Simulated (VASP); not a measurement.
# Mg2C (I4/mmm) in VASP: notebook

Aim: see how the results for Mg2C move with the level of theory and the settings. Levels: PBE, r2SCAN, HSE06. Tasks: single point.

Everything below comes from runs of VASP 6.6.1. Logs are shortened: lines on timing, memory, paths and dates and some standing lists are left out, and cuts for length are marked.

### 1 The cell of the first run

The structure is tetragonal, space group I4/mmm (No. 139). Conventional cell: a = 3.834 Å, b = 3.834 Å, c = 5.171 Å, α = 90.00°, β = 90.00°, γ = 90.00°. C (site symmetry 4/mmm) has 8 Mg at 2.31 Å within 3.1 Å. Within 3.1 Å of Mg (site symmetry -4m2) lie 4 C at 2.31 Å and 6 Mg at 2.59 to 2.71 Å.

### 2 Single point, PBE (uniaxial x strain -4.6%)

File INCAR:

```
SYSTEM = Mg2C
PREC = Accurate
ENCUT = 600
EDIFF = 1E-6
ISMEAR = -1
SIGMA = 0.02
LREAL = .FALSE.
LASPH = .TRUE.
NELM = 120
ALGO = Normal
ISIF = 2
LWAVE = .FALSE.
LCHARG = .FALSE.
GGA = PE
NBANDS = 11
GGA_COMPAT = .FALSE.
```

File KPOINTS:

```
regular mesh
0
G
  8 8 8
  0 0 0
```

File POSCAR:

```
Mg2C
1.0
    0.0000000000      2.7109426088      2.7109426088
    2.5854259660      0.0000000000      2.7109426088
    2.5854259660      2.7109426088      0.0000000000
C Mg
1 2
Direct
    0.0000000000      0.0000000000      0.0000000000
    0.2500000000      0.2500000000      0.2500000000
    0.7500000000      0.7500000000      0.7500000000
```

Potentials or basis: VASP PAW PBE potentials, release 64 (C, Mg).

Started as:

```bash
cat potpaw_PBE.64/C/POTCAR potpaw_PBE.64/Mg/POTCAR > POTCAR
mpirun -np 1 vasp_std > vasp.out
```

OUTCAR:

```text
SYSTEM = Mg2C
   PREC = Accurate
   ENCUT = 600
   EDIFF = 1E-6
   ISMEAR = -1
   LREAL = .FALSE.
   LASPH = .TRUE.
   NELM = 120
   ISIF = 2
   GGA = PE

 ion  position               nearest neighbor table
   1  0.000  0.000  0.000-   3 2.31   3 2.31   3 2.31   2 2.31   3 2.31   2 2.31   2 2.31   2 2.31

   2  0.250  0.250  0.250-   1 2.31   1 2.31   1 2.31   1 2.31   3 2.59   3 2.59   3 2.71   3 2.71
                             3 2.71   3 2.71
   3  0.750  0.750  0.750-   1 2.31   1 2.31   1 2.31   1 2.31   2 2.59   2 2.59   2 2.71   2 2.71
                             2 2.71   2 2.71

  LATTYP: Found a body centered tetragonal cell.
 ALAT       =     3.8338518042
 C/A-ratio  =     1.3487354744

  Lattice vectors:

 A1 = (  -2.5854259660,   0.0000000000,  -2.7109426088)
 A2 = (  -2.5854259660,   0.0000000000,   2.7109426088)
 A3 = (   2.5854259660,   2.7109426088,   0.0000000000)

Analysis of symmetry for initial positions (statically):
=====================================================================
 Subroutine PRICEL returns:
 Original cell was already a primitive cell.

 Routine SETGRP: Setting up the symmetry group for a
 body centered tetragonal supercell.

 Subroutine GETGRP returns: Found 16 space group operations
 (whereof 16 operations were pure point group operations)
 out of a pool of 16 trial point group operations.

The static configuration has the point symmetry D_4h.

Analysis of symmetry for dynamics (positions and initial velocities):
=====================================================================
 Subroutine PRICEL returns:
 Original cell was already a primitive cell.

 Routine SETGRP: Setting up the symmetry group for a
 body centered tetragonal supercell.

 Subroutine GETGRP returns: Found 16 space group operations
 (whereof 16 operations were pure point group operations)
 out of a pool of 16 trial point group operations.

The dynamic configuration has the point symmetry D_4h.

 Subroutine INISYM returns: Found 16 space group operations
 (whereof 16 operations are pure point group operations),
 and found     1 'primitive' translations

----------------------------------------------------------------------------------------

                                     Primitive cell

  volume of cell :      38.0017

  direct lattice vectors                    reciprocal lattice vectors
     0.000000000  2.710942609  2.710942609    -0.193391730  0.184437693  0.184437693
     2.585425966  0.000000000  2.710942609     0.193391730 -0.184437693  0.184437693
     2.585425966  2.710942609  0.000000000     0.193391730  0.184437693 -0.184437693

  length of vectors
     3.833851804  3.746149657  3.746149657     0.324707386  0.324707386  0.324707386

  position of ions in fractional coordinates (direct lattice)
     0.000000000  0.000000000  0.000000000
     0.250000000  0.250000000  0.250000000
     0.750000000  0.750000000  0.750000000

  ion indices of the primitive-cell ions
   primitive index   ion index
                 1           1
                 2           2
                 3           3

----------------------------------------------------------------------------------------

 KPOINTS: regular mesh

Automatic generation of k-mesh.
 Grid dimensions read from file:
 generate k-points for:    8    8    8

 Generating k-lattice:

  Cartesian coordinates                     Fractional coordinates (reciprocal lattice)
    -0.024173966  0.023054712  0.023054712     0.125000000  0.000000000  0.000000000
     0.024173966 -0.023054712  0.023054712     0.000000000  0.125000000  0.000000000
     0.024173966  0.023054712 -0.023054712     0.000000000  0.000000000  0.125000000

  Length of vectors
     0.040588423  0.040588423  0.040588423

  Shift w.r.t. Gamma in fractional coordinates (k-lattice)
     0.000000000  0.000000000  0.000000000

 Subroutine IBZKPT returns following result:
 ===========================================

 Found     59 irreducible k-points:

 Following reciprocal coordinates:
            Coordinates               Weight
  0.000000  0.000000  0.000000      1.000000
  0.125000  0.000000  0.000000      8.000000
  0.250000  0.000000  0.000000      8.000000
  0.375000  0.000000  0.000000      8.000000
  0.500000  0.000000  0.000000      4.000000
  0.125000  0.125000  0.000000      4.000000
[... 16 lines left out ...]
  0.250000  0.125000  0.125000      4.000000
  0.375000  0.125000  0.125000      8.000000
 [... further k-points ...]
   k-points           NKPTS =     59   k-points in BZ     NKDIM =     59   number of bands    NBANDS=     11
   number of dos      NEDOS =    301   number of ions     NIONS =      3
   total plane-waves  NPLWV =  28800
   dimension x,y,z NGX =    32 NGY =   30 NGZ =   30
   dimension x,y,z NGXF=    64 NGYF=   60 NGZF=   60
   ions per type =               1   2
   NGX,Y,Z   is equivalent  to a cutoff of  13.88, 13.31, 13.31 a.u.
   NGXF,Y,Z  is equivalent  to a cutoff of  27.75, 26.63, 26.63 a.u.
 SYSTEM =  Mg2C
   PREC   = accura    normal or accurate (medium, high low for compatibility)
   ISTART =      0    job   : 0-new  1-cont  2-samecut
   ICHARG =      2    charge: 1-file 2-atom 10-const
   ISPIN  =      1    spin polarized calculation?
   LNONCOLLINEAR =      F non collinear calculations
   LSORBIT =      F    spin-orbit coupling
   LASPH  =      T    aspherical Exc in radial PAW
   ENCUT  =  600.0 eV  44.10 Ry    6.64 a.u.   7.66  7.48  7.48*2*pi/ulx,y,z
   NELM   =    120;   NELMIN=  2; NELMDL= -5     # of ELM steps
   EDIFF  = 0.1E-05   stopping-criterion for ELM
   LREAL  =      F    real-space projection
   EDIFFG = 0.1E-04   stopping-criterion for IOM
   NSW    =      0    number of steps for IOM
   IBRION =     -1    ionic relax: 0-MD 1-quasi-New 2-CG
   NFREE  =      0    steps in history (QN), initial steepest desc. (CG)
   ISIF   =      2    stress and relaxation
   ISYM   =      2    0-nonsym 1-usesym 2-fastsym
   POTIM  = 0.5000    time-step for ionic-motion
   TEBEG  =    0.0;   TEEND  =   0.0 temperature during run
   PSTRESS=    0.0 pullay stress
   NELECT =       8.0000    total number of electrons
   NUPDOWN=      -1.0000    fix difference up-down
   EMIN   =  10.00;   EMAX   =-10.00  energy-range for DOS
   EFERMI =   0.00;   METHOD = LEGACY
   ISMEAR =    -1;   SIGMA  =   0.02  broadening in eV -4-tet -1-fermi 0-gaus
   EFERMI_NEDOS =   21; number of points for ismear=-14 and -15
   IALGO  =     38    algorithm
   IMIX   =      4    mixing-type and parameters
     AMIX     =   0.40;   BMIX     =  1.00
     AMIX_MAG =   1.60;   BMIX_MAG =  1.00
  volume/ion in A,a.u.               =      12.67        85.48
  Fermi-wavevector in a.u.,A,eV,Ry     =   0.973877  1.840360 12.904249  0.948436
  Thomas-Fermi vector in A             =   2.104291
   LORBIT       =      0    0 simple, 1 ext, 2 COOP (PROOUT), +10 PAW based schemes
   GGA     = PE    functional components
   LHFCALC =     F    Hartree Fock is set to
   AEXX    =    0.0000 exact exchange contribution
   IVDW    =     0    specifies the selected vdW correction
   LEPSILON=     F    determine dielectric tensor
   LRPA    =     F    only Hartree local field effects (RPA)
 non-spin polarized calculation
  energy-cutoff  :      600.00
  volume of cell :       38.00
 maximum number of plane-waves:      1286
   NGX = 15   NGY = 15   NGZ = 15

 number of electron       8.0000000 magnetization

 Free energy of the ion-electron system (eV)
  ---------------------------------------------------
  ext. energy  EPLUGINS =         0.00000000
  ---------------------------------------------------
  free energy    TOTEN  =       -11.37789881 eV

  energy without entropy =      -11.37789880  energy(sigma->0) =      -11.37789881

 E-fermi :   4.4225     XC(G=0): -10.1220

 val. band max:        4.1677524462   @ k =   0.0000   0.0000   0.0000
 cond. band min:       4.6761952415   @ k =   0.0000   0.5000   0.5000
 fundamental gap:      0.5084427953
 Fermi energy:         4.4225175475

 k-point     1 :       0.0000    0.0000    0.0000
  band No.  band energies     occupation
      1      -6.8497      2.00000
      2       3.9742      2.00000
      3       3.9742      2.00000
      4       4.1678      1.99999
      5       5.8291      0.00000
      6      10.7345      0.00000
      7      11.0735      0.00000
      8      11.0735      0.00000
      9      13.4748      0.00000
     10      14.2909      0.00000
     11      14.5415      0.00000

 k-point     2 :       0.1250    0.0000    0.0000
  band No.  band energies     occupation
      1      -6.6764      2.00000
      2       2.8991      2.00000
      3       3.8850      2.00000
      4       4.0494      2.00000
      5       6.7043      0.00000
      6      10.6873      0.00000
      7      11.1588      0.00000
      8      11.1848      0.00000
      9      12.5807      0.00000
     10      13.0933      0.00000
     11      14.8294      0.00000

 k-point     3 :       0.2500    0.0000    0.0000
  band No.  band energies     occupation
      1      -6.1943      2.00000
      2       1.2209      2.00000
      3       3.6911      2.00000
      4       3.9246      2.00000
      5       7.5151      0.00000
      6      10.3909      0.00000
      7      10.4969      0.00000
      8      11.1604      0.00000
      9      13.0368      0.00000
     10      13.2182      0.00000
     11      14.6626      0.00000
[... 267 lines left out ...]
 k-point    23 :       0.2500    0.1250    0.1250
  band No.  band energies     occupation
      1      -6.4122      2.00000
      2       2.0547      2.00000
      3       3.5289      2.00000
      4       3.9058      2.00000
      5       7.4678      0.00000
      6      10.4172      0.00000
      7      10.9647      0.00000
      8      11.1817      0.00000
      9      11.5536      0.00000
     10      13.4277      0.00000
     11      16.5994      0.00000

 k-point    24 :       0.3750    0.1250    0.1250
  band No.  band energies     occupation
      1      -5.8778      2.00000
      2       0.7721      2.00000
      3       3.1057      2.00000
      4       3.6978      2.00000
      5       8.2059      0.00000
      6       9.2907      0.00000
      7      10.3733      0.00000
      8      11.3000      0.00000
      9      12.6566      0.00000
     10      14.7457      0.00000
     11      16.1017      0.00000

 [... further k-points ...]
[... 5 lines left out ...]
  --------------------------------------------------------------------------------------
  -------------------------------------------------------------------------------------
  Total        3.9495622      0.5254363      0.5254363      0.0000000      0.0000000     -0.0000000
  in kB      166.5163144     22.1527640     22.1527640      0.0000000      0.0000000     -0.0000000
  external PRESSURE =      70.2739475 kB  Pullay stress =       0.0000000 kB

 VOLUME and BASIS-vectors are now :
 -----------------------------------------------------------------------------
  energy-cutoff  :      600.00
  volume of cell :       38.00
      direct lattice vectors                 reciprocal lattice vectors
     0.000000000  2.710942609  2.710942609    -0.193391730  0.184437693  0.184437693
     2.585425966  0.000000000  2.710942609     0.193391730 -0.184437693  0.184437693
     2.585425966  2.710942609  0.000000000     0.193391730  0.184437693 -0.184437693

 POSITION                                       TOTAL-FORCE (eV/Angst)
 -----------------------------------------------------------------------------------
      0.00000      0.00000      0.00000         0.000000     -0.000000      0.000000
      1.29271      1.35547      1.35547         0.000000      0.000000      0.000000
      3.87814      4.06641      4.06641        -0.000000     -0.000000     -0.000000
 -----------------------------------------------------------------------------------
    total drift:                                0.000000     -0.000000      0.000000

  FREE ENERGIE OF THE ION-ELECTRON SYSTEM (eV)
  ---------------------------------------------------
  free  energy   TOTEN  =       -11.3778988098 eV

  energy  without entropy=      -11.3778988031  energy(sigma->0) =      -11.37789881
```

Run time: 10 s. Hardware: 1 thread of Intel Xeon 6975P-C (Granite Rapids), shared host; peak memory 0.19 GiB.

Results:

```yaml
Free_energy: -11.3779 eV
Pressure: 7.0 GPa
Band_gap_on_the_k_mesh: 0.51 eV (least direct gap 1.66 eV)
```

Stress tensor (GPa, compression positive):
```
16.65  0.00  0.00
 0.00  2.22  0.00
 0.00  0.00  2.22
```

Levels at points of the mesh, in eV from the valence-band top:
```tsv
k point	band 1	band 2	band 3	band 4	band 5	band 6	band 7	band 8
(0.00, 0.00, 0.00)	-11.02	-0.19	-0.19	0.00	1.66	6.57	6.91	6.91
(0.50, 0.00, 0.00)	-9.38	-5.00	-0.71	-0.39	3.58	5.40	5.97	6.05
(0.50, 0.50, 0.00)	-8.92	-4.39	-1.62	-1.52	0.67	4.49	9.10	9.11
(0.00, 0.50, 0.50)	-8.78	-3.95	-1.89	-1.89	0.51	3.83	9.44	9.44
```

Caveat: the cell differs from its parent crystal (uniaxial x strain -4.6%); the stress differs along the axes, from 2 to 17 GPa; the structure was generated, so it needn't be the stable form of Mg2C; semilocal functionals underestimate gaps, and a narrow one can read as zero.

### 3 Single point, r2SCAN (uniaxial x strain -4.6%)

POSCAR is that of step 2.

File INCAR.step1:

```
SYSTEM = Mg2C
ALGO = Normal
EDIFF = 1E-5
ENCUT = 660
GGA = PE
GGA_COMPAT = .False.
ISMEAR = 0
LASPH = .True.
LCHARG = .False.
LREAL = .False.
LWAVE = .True.
NBANDS = 11
NELM = 120
PREC = Accurate
SIGMA = 0.01
```

File INCAR.step2:

```
SYSTEM = Mg2C
ALGO = Normal
EDIFF = 1E-6
ENCUT = 660
GGA_COMPAT = .False.
ISIF = 2
ISMEAR = 0
ISTART = 1
LASPH = .True.
LCHARG = .False.
LMIXTAU = .True.
LREAL = .False.
LWAVE = .False.
METAGGA = R2SCAN
NBANDS = 11
NELM = 120
PREC = Accurate
SIGMA = 0.01
```

File KPOINTS:

```
k-points
0
Gamma
  8 8 8
  0 0 0
```

Potentials or basis: VASP PAW PBE potentials, release 64 (C, Mg).

Started as:

```bash
cat potpaw_PBE.64/C/POTCAR potpaw_PBE.64/Mg/POTCAR > POTCAR
cp INCAR.step1 INCAR
mpirun -np 1 vasp_std > vasp.out
cp INCAR.step2 INCAR
mpirun -np 1 vasp_std > vasp.out
```

It took 41 s on 1 thread of Intel Xeon 6975P-C (Granite Rapids), shared host; peak memory 0.2 GiB.

The run converged. Its results:

- Free energy: -17.7300 eV
- Pressure: 4.8 GPa
- Band gap on the k mesh: 0.88 eV (least direct gap 2.13 eV)

Stress tensor (GPa, compression positive):
```
14.91  0.00  0.00
 0.00 -0.32  0.00
 0.00  0.00 -0.32
```

Levels at points of the mesh, in eV from the valence-band top:
```tsv
k point	band 1	band 2	band 3	band 4	band 5	band 6	band 7	band 8
(0.00, 0.00, 0.00)	-11.61	-0.20	-0.20	0.00	2.13	7.17	7.52	7.52
(0.50, 0.00, 0.00)	-10.00	-5.07	-0.74	-0.39	4.17	5.89	6.57	6.71
(0.50, 0.50, 0.00)	-9.54	-4.45	-1.67	-1.56	1.05	5.14	9.98	10.06
(0.00, 0.50, 0.50)	-9.40	-4.01	-1.95	-1.95	0.88	4.47	10.32	10.32
```

Caveat: the cell differs from its parent crystal (uniaxial x strain -4.6%); the stress differs along the axes, from -0 to 15 GPa; the structure was generated, so it needn't be the stable form of Mg2C; the PAW data sets were made with another functional, which shifts forces and pressure a little. A k mesh can miss the band edges.

### 4 Single point, HSE06 (uniaxial x strain -4.6%)

POSCAR is that of step 3.

File INCAR.step1:

```
SYSTEM = Mg2C
PREC     = Accurate       ! precision mode
ENCUT    = 520            ! plane-wave cutoff, eV
EDIFF    = 1E-5           ! SCF threshold, eV
ISMEAR   = 0              ! smearing method
SIGMA    = 0.01           ! smearing width, eV
LREAL    = .FALSE.        ! projectors in reciprocal space
LASPH    = .TRUE.         ! aspherical terms in the spheres
NELM     = 120            ! most SCF steps
ALGO     = Normal         ! electronic algorithm
ISIF     = 2              ! what is computed and relaxed
LWAVE    = .TRUE.         ! write WAVECAR
LCHARG   = .FALSE.        ! write CHGCAR
GGA      = PE             ! functional
NBANDS   = 11             ! bands
GGA_COMPAT= .FALSE.
```

File INCAR.step2:

```
SYSTEM = Mg2C
PREC     = Accurate       ! precision mode
ENCUT    = 520            ! plane-wave cutoff, eV
EDIFF    = 1E-6           ! SCF threshold, eV
ISMEAR   = 0              ! smearing method
SIGMA    = 0.01           ! smearing width, eV
LREAL    = .FALSE.        ! projectors in reciprocal space
LASPH    = .TRUE.         ! aspherical terms in the spheres
NELM     = 120            ! most SCF steps
ALGO     = Normal         ! electronic algorithm
ISIF     = 2              ! what is computed and relaxed
LWAVE    = .FALSE.        ! write WAVECAR
LCHARG   = .FALSE.        ! write CHGCAR
GGA      = PE             ! functional
LHFCALC  = .TRUE.         ! exact exchange
HFSCREEN = 0.2079         ! screening, 1/A
PRECFOCK = Normal       
ISTART   = 1            
NBANDS   = 11             ! bands
GGA_COMPAT= .FALSE.
```

File KPOINTS:

```
Automatic mesh
0
G
  6 6 6
  0 0 0
```

Started as:

```bash
cat potpaw_PBE.64/C/POTCAR potpaw_PBE.64/Mg/POTCAR > POTCAR
cp INCAR.step1 INCAR
mpirun -np 1 vasp_std > vasp.out
cp INCAR.step2 INCAR
mpirun -np 1 vasp_std > vasp.out
```

It took 13 min on 1 thread of Intel Xeon 6975P-C (Granite Rapids), shared host; peak memory 0.29 GiB.

It converged, with:

```yaml
Free_energy: -12.8776 eV
Pressure: 4.6 GPa
Band_gap_on_the_k_mesh: 1.18 eV (least direct gap 2.50 eV)
```

Stress tensor (GPa, compression positive):
```
14.66  0.00  0.00
 0.00 -0.37  0.00
 0.00  0.00 -0.37
```

Levels at points of the mesh, in eV from the valence-band top:
```tsv
k point	band 2	band 3	band 4	band 5	band 6	band 7
(0.00, 0.00, 0.00)	-0.20	-0.20	0.00	2.50	7.63	7.96
(0.50, 0.00, 0.00)	-5.49	-0.78	-0.43	4.55	6.37	7.06
(0.50, 0.50, 0.00)	-4.82	-1.80	-1.69	1.34	5.45	10.54
(0.00, 0.50, 0.50)	-4.35	-2.08	-2.08	1.18	4.77	10.87
```

Caveat: the cell differs from its parent crystal (uniaxial x strain -4.6%); the stress differs along the axes, from -0 to 15 GPa; the structure was generated, so it needn't be the stable form of Mg2C; the PAW data sets were made with another functional, which shifts forces and pressure a little. A k mesh can miss the band edges.

### 5 Summary

| level | k mesh | cutoff (eV) | smearing | grid for exact exchange (PRECFOCK) | share of exact exchange | screening parameter | gap on the mesh (eV) | pressure (GPa) |
| --- | --- | --- | --- | --- | --- | --- | --- | --- |
| PBE | 8 × 8 × 8 | 600 | fermi-dirac 0.02 eV | - | - | - | 0.51 | 7.0 |
| r2SCAN | 8 × 8 × 8 | 660 | gaussian 0.01 eV | - | - | - | 0.88 | 4.8 |
| HSE06 | 6 × 6 × 6 | 520 | gaussian 0.01 eV | Normal | 0.25 | 0.2079 1/Å | 1.18 | 4.6 |

Alike in all rows: task single point; potentials or basis VASP PAW PBE potentials, release 64 (C, Mg); no spin polarisation; cell as given.

Caveats: the structure was generated, so it needn't be the stable form of Mg2C; the stress differs along the axes, from -0 to 15 GPa (at least some runs); the PAW data sets were made with another functional, which shifts forces and pressure a little (at least some runs); the stress differs along the axes, from 2 to 17 GPa (at least some runs); semilocal functionals underestimate gaps, and a narrow one can read as zero (at least some runs).

Total energies depend on the potentials used, so only differences within one code and one set of settings carry meaning.
